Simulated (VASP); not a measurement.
# HC2 in VASP: single point with PBEsol

Aim: the single point of HC2 with PBEsol.

Program: VASP 6.6.1. These are calculated values, not measurements. Logs are shortened: lines on timing, memory, paths and dates and some standing lists are left out, and cuts for length are marked.

**1. The cell of the first run**

The cell holds a slab with vacuum, 30 atoms: a = 5.049 Å, b = 5.049 Å, c = 15.165 Å, α = 90.00°, β = 90.00°, γ = 90.00°.

**2. Single point, PBEsol**

The input, INCAR:

```
SYSTEM = HC2
ALGO = Normal
EDIFF = 1E-6
ENCUT = 520
GGA = PS
ISIF = 2
ISMEAR = -1
LASPH = .TRUE.
LCHARG = .FALSE.
LREAL = Auto
LWAVE = .FALSE.
NBANDS = 66
NELM = 80
PREC = Accurate
SIGMA = 0.05
```

The input, KPOINTS:

```
k-points
0
G
  2 2 1
  0 0 0
```

The input, POSCAR:

```
HC2
1.0
    5.0487420000      0.0000000000      0.0000000000
    0.0000000000      5.0487420000      0.0000000000
    0.0000000000      0.0000000000     15.1647000000
H C
10 20
Direct
    0.4277897346      0.0000000000      0.0659426167
    0.0722160095      0.0000000000      0.0659426167
    0.9277954786      0.0000000000      0.0659426167
    0.5722217535      0.0000000000      0.0659426167
    0.4277897346      0.5000057440      0.0659426167
    0.0722160095      0.5000057440      0.0659426167
    0.9277954786      0.5000057440      0.0659426167
    0.5722217535      0.5000057440      0.0659426167
    0.2173214634      0.5179111945      0.4129920143
    0.2850016895     -0.0080614141      0.4109609818
    0.2500028720      0.0000000000      0.1077963956
    0.7500086160      0.0000000000      0.1077963956
    0.2500028720      0.5000057440      0.1077963956
    0.7500086160      0.5000057440      0.1077963956
    0.2500028720      0.2500028720      0.1666501810
    0.7500086160      0.2500028720      0.1666501810
    0.2500028720      0.7500086160      0.1666501810
    0.7500086160      0.7500086160      0.1666501810
    0.0030700717      0.2340583060      0.2185733974
    0.4926771857      0.2574106579      0.2218969053
    0.0025550919      0.7450568874      0.2292363186
    0.4987579084      0.7356287962      0.2294143636
   -0.0119039555      0.0037831206      0.2926401445
    0.4743954038      0.0244417322      0.2810672153
    0.0046150110      0.4882404369      0.2829597684
    0.5026796774      0.4913303156      0.2826696209
    0.2290273498      0.0976877012      0.3481770164
    0.7233485094      0.1052935563      0.3237123056
    0.2396438558      0.4215505566      0.3440885741
    0.7518506590      0.3825111285      0.3287437272
```

Potentials or basis: VASP PAW PBE potentials, release 64 (H, C).

Launch:

```sh
$ cat potpaw_PBE.64/H/POTCAR potpaw_PBE.64/C/POTCAR > POTCAR
$ mpirun -np 1 vasp_std > vasp.out
```

OUTCAR:

```text
SYSTEM = HC2
   EDIFF = 1E-6
   ENCUT = 520
   GGA = PS
   ISIF = 2
   ISMEAR = -1
   LASPH = .TRUE.
   LREAL = Auto
   NELM = 80
   PREC = Accurate

 ion  position               nearest neighbor table
   1  0.428  0.000  0.066-   4 0.73  11 1.10
   2  0.072  0.000  0.066-   3 0.73  11 1.10
   3  0.928  0.000  0.066-   2 0.73  12 1.10
   4  0.572  0.000  0.066-   1 0.73  12 1.10
   5  0.428  0.500  0.066-   8 0.73  13 1.10
   6  0.072  0.500  0.066-   7 0.73  13 1.10
   7  0.928  0.500  0.066-   6 0.73  14 1.10
   8  0.572  0.500  0.066-   5 0.73  14 1.10
   9  0.217  0.518  0.413-  29 1.16
  10  0.285  0.992  0.411-  27 1.13
  11  0.250  0.000  0.108-   2 1.10   1 1.10  17 1.55  15 1.55
  12  0.750  0.000  0.108-   4 1.10   3 1.10  18 1.55  16 1.55
  13  0.250  0.500  0.108-   6 1.10   5 1.10  15 1.55  17 1.55
  14  0.750  0.500  0.108-   8 1.10   7 1.10  16 1.55  18 1.55
  15  0.250  0.250  0.167-  19 1.48  20 1.48  13 1.55  11 1.55
  16  0.750  0.250  0.167-  19 1.50  14 1.55  12 1.55  20 1.55
[... 9 lines left out ...]
  26  0.503  0.491  0.283-  22 1.47  20 1.50  30 1.54  29 1.66
  27  0.229  0.098  0.348-  10 1.13  23 1.55  29 1.64  24 1.65
  28  0.723  0.105  0.324-  30 1.41  24 1.47  23 1.51
  29  0.240  0.422  0.344-   9 1.16  25 1.54  27 1.64  26 1.66
  30  0.752  0.383  0.329-  28 1.41  26 1.54  25 1.55

  LATTYP: Found a simple tetragonal cell.
 ALAT       =     5.0487420000
 C/A-ratio  =     3.0036591293

  Lattice vectors:

 A1 = (   5.0487420000,   0.0000000000,   0.0000000000)
 A2 = (   0.0000000000,   5.0487420000,   0.0000000000)
 A3 = (   0.0000000000,   0.0000000000,  15.1647000000)

Analysis of symmetry for initial positions (statically):
=====================================================================
 Subroutine PRICEL returns:
 Original cell was already a primitive cell.

 Routine SETGRP: Setting up the symmetry group for a
 simple tetragonal supercell.

 Subroutine GETGRP returns: Found  1 space group operations
 (whereof  1 operations were pure point group operations)
 out of a pool of 16 trial point group operations.

The static configuration has the point symmetry C_1 .

Analysis of symmetry for dynamics (positions and initial velocities):
=====================================================================
 Subroutine PRICEL returns:
 Original cell was already a primitive cell.

 Routine SETGRP: Setting up the symmetry group for a
 simple tetragonal supercell.
[... 143 lines left out ...]
   NSW    =      0    number of steps for IOM
   IBRION =     -1    ionic relax: 0-MD 1-quasi-New 2-CG
   NFREE  =      0    steps in history (QN), initial steepest desc. (CG)
   ISIF   =      2    stress and relaxation
   ISYM   =      2    0-nonsym 1-usesym 2-fastsym
   POTIM  = 0.5000    time-step for ionic-motion
   TEBEG  =    0.0;   TEEND  =   0.0 temperature during run
   PSTRESS=    0.0 pullay stress
   NELECT =      90.0000    total number of electrons
   NUPDOWN=      -1.0000    fix difference up-down
   EMIN   =  10.00;   EMAX   =-10.00  energy-range for DOS
   EFERMI =   0.00;   METHOD = LEGACY
   ISMEAR =    -1;   SIGMA  =   0.05  broadening in eV -4-tet -1-fermi 0-gaus
   EFERMI_NEDOS =   21; number of points for ismear=-14 and -15
   IALGO  =     38    algorithm
   IMIX   =      4    mixing-type and parameters
     AMIX     =   0.40;   BMIX     =  1.00
     AMIX_MAG =   1.60;   BMIX_MAG =  1.00
  volume/ion in A,a.u.               =      12.88        86.95
  Fermi-wavevector in a.u.,A,eV,Ry     =   1.007138  1.903215 13.800753  1.014327
  Thomas-Fermi vector in A             =   2.139924
   LORBIT       =      0    0 simple, 1 ext, 2 COOP (PROOUT), +10 PAW based schemes
   GGA     = PS    functional components
   LHFCALC =     F    Hartree Fock is set to
   AEXX    =    0.0000 exact exchange contribution
   IVDW    =     0    specifies the selected vdW correction
   LEPSILON=     F    determine dielectric tensor
   LRPA    =     F    only Hartree local field effects (RPA)
 non-spin polarized calculation
  energy-cutoff  :      520.00
  volume of cell :      386.55
 maximum number of plane-waves:     10429
 NGX is ok and might be reduce to    40
   NGX = 19   NGY = 19   NGZ = 57

 number of electron      90.0000008 magnetization

 Free energy of the ion-electron system (eV)
  ---------------------------------------------------
  ext. energy  EPLUGINS =         0.00000000
  ---------------------------------------------------
  free energy    TOTEN  =      -207.44655721 eV

  energy without entropy =     -207.44654229  energy(sigma->0) =     -207.44654975

 E-fermi :   1.6200     XC(G=0):  -5.6864

 val. band max:        1.0757822172   @ k =   0.0000   0.5000   0.0000
 cond. band min:       2.1498179568   @ k =   0.0000   0.5000   0.0000
 fundamental gap:      1.0740357396
 Fermi energy:         1.6200209592

 k-point     1 :       0.0000    0.0000    0.0000
  band No.  band energies     occupation
      1     -20.2289      2.00000
      2     -17.9140      2.00000
      3     -15.9934      2.00000
      4     -15.7572      2.00000
      5     -15.5974      2.00000
      6     -15.3829      2.00000
[... 229 lines left out ...]
     56       6.8406      0.00000
     57       7.0193      0.00000
 [bands above 57 left out]

------------------------ aborting loop because EDIFF is reached ----------------------------------------

  FORCE on cell =-STRESS in cart. coord.  units (eV):
  Direction    XX          YY          ZZ          XY          YZ          ZX
  --------------------------------------------------------------------------------------
  -------------------------------------------------------------------------------------
  Total       72.6190995    -12.2687919     -7.9553828     -2.0463687     -0.1652400      5.2434863
  in kB      300.9963731    -50.8524875    -32.9739886     -8.4819222     -0.6848976     21.7335434
  external PRESSURE =      72.3899657 kB  Pullay stress =       0.0000000 kB

 VOLUME and BASIS-vectors are now :
 -----------------------------------------------------------------------------
  energy-cutoff  :      520.00
  volume of cell :      386.55
      direct lattice vectors                 reciprocal lattice vectors
     5.048742000  0.000000000  0.000000000     0.198069143  0.000000000  0.000000000
     0.000000000  5.048742000  0.000000000     0.000000000  0.198069143  0.000000000
     0.000000000  0.000000000 15.164700000     0.000000000  0.000000000  0.065942617

 POSITION                                       TOTAL-FORCE (eV/Angst)
 -----------------------------------------------------------------------------------
      2.15980      0.00000      1.00000        -8.949958     -0.129870     -0.031411
      0.36460      0.00000      1.00000         8.959271     -0.051997      0.090790
      4.68420      0.00000      1.00000        -8.925721     -0.031604      0.085974
      2.88900      0.00000      1.00000         8.916816     -0.093057     -0.002822
      2.15980      2.52440      1.00000        -8.952646      0.031661      0.083760
      0.36460      2.52440      1.00000         8.989218      0.054159     -0.061134
[... 22 lines left out ...]
      1.20990      2.12830      5.21800         0.382520      0.037339     -0.439111
      3.79590      1.93120      4.98530        -1.140426      0.668260     -0.814824
 -----------------------------------------------------------------------------------
    total drift:                                0.004390     -0.005828     -0.027812

  FREE ENERGIE OF THE ION-ELECTRON SYSTEM (eV)
  ---------------------------------------------------
  free  energy   TOTEN  =      -207.4465572113 eV

  energy  without entropy=     -207.4465422926  energy(sigma->0) =     -207.44654975
```

stdout:

```text
POSCAR found type information on POSCAR H C
 POSCAR found :  2 types and      30 ions
 scaLAPACK will be used
 -----------------------------------------------------------------------------
|                                                                             |
|                                                                             |
|     You enforced a specific xc type in the INCAR file but a different       |
|     I HOPE YOU KNOW WHAT YOU ARE DOING!                                     |
|                                                                             |
 -----------------------------------------------------------------------------

 LDA part: xc-table for (Slater+PW92), standard interpolation
 POSCAR, INCAR and KPOINTS ok, starting setup
 FFT: planning ... GRIDC
 FFT: planning ... GRID_SOFT
 FFT: planning ... GRID
 WAVECAR not read
 entering main loop
```

Wall time 2.1 min (1 thread of Intel Xeon 6975P-C (Granite Rapids), shared host); peak memory 0.43 GiB.

What came out:

```
Free energy            : -207.4466 eV
Largest force          : 8.990 eV/Å
Band gap on the k mesh : 1.07 eV, direct
```

Forces on the atoms (eV/Å):
```
H   -8.950 -0.130 -0.031
H    8.959 -0.052  0.091
H   -8.926 -0.032  0.086
H    8.917 -0.093 -0.003
H   -8.953  0.032  0.084
H    8.989  0.054 -0.061
H   -8.887  0.036  0.021
H    8.925  0.011  0.075
H    0.541 -0.531 -1.478
H   -0.771  0.690 -0.438
C    0.523 -0.192  1.133
C   -0.451 -0.117  1.263
C   -0.575  0.112  0.950
C    0.212  0.053  1.260
C   -0.226 -0.259 -4.170
C   -0.343 -0.485 -2.828
C    0.066 -0.654  0.153
C    0.077 -0.253  0.368
C    0.212  2.032  1.996
C   -0.946 -0.619 -2.302
C   -0.714  0.449  1.102
C   -0.518  4.087 -0.700
C    0.376  1.007 -2.080
C    0.867 -1.493  2.182
C   -0.636 -2.876  1.296
C   -1.083 -1.964  3.288
C    1.619 -0.658 -1.815
C    2.454  1.138  1.813
C    0.383  0.037 -0.439
C   -1.140  0.668 -0.815
```

Levels at points of the mesh, in eV from the valence-band top:
| k point | band 43 | band 44 | band 45 | band 46 | band 47 | band 48 |
| --- | --- | --- | --- | --- | --- | --- |
| (0.00, 0.00, 0.00) | -1.13 | -0.53 | -0.06 | 1.38 | 2.16 | 2.99 |
| (0.50, 0.00, 0.00) | -2.12 | -1.89 | -0.88 | 1.68 | 3.40 | 3.44 |
| (0.00, 0.50, 0.00) | -0.94 | -0.25 | 0.00 | 1.07 | 3.13 | 3.15 |
| (0.50, 0.50, 0.00) | -2.96 | -2.29 | -0.61 | 1.53 | 3.92 | 4.13 |

Caveat: the k points lie up to 0.62 Å⁻¹ apart; the PAW data sets were made with another functional, which shifts forces and pressure a little.
